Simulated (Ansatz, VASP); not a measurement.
# One calculation of P, two programs

```
P
1.0
     3.01000    0.00000    0.00000
    -1.50500    2.60674    0.00000
     0.00000    0.00000   28.00000
P
2
Cartesian
  0.0000 1.7378 14.8005
  1.5050 0.8689 13.1995
```

Alike in both runs: task single point; functional PBE; dispersion D3(BJ); k mesh 9 × 9 × 1; occupations gaussian, width 0.02 eV; no spin polarisation.

|  | VASP | Ansatz |
| --- | --- | --- |
| version | VASP 6.6.1 | Ansatz 0.2.0 |
| potentials or method | VASP PAW PBE potentials, release 64 (P), cutoff 520 eV | scalar-relativistic, plane waves, PAW |
| valence electrons in the cell | 10 | 10 |

Ansatz gave:

```
gap on the k mesh at the Fermi level (eV)  : none
rms of the force components (eV/Å)         : 1.897
work function, face that differs most (eV) : 4.13
```

Q: Which values does VASP return?

A: gap on the k mesh at the Fermi level (eV): none; rms of the force components (eV/Å): 1.936; work function, face that differs most (eV): 4.12.

Atom by atom the forces differ by 0.038 eV/Å (rms over components). A gap of «none» marks a metal or a gap that the smearing closes.
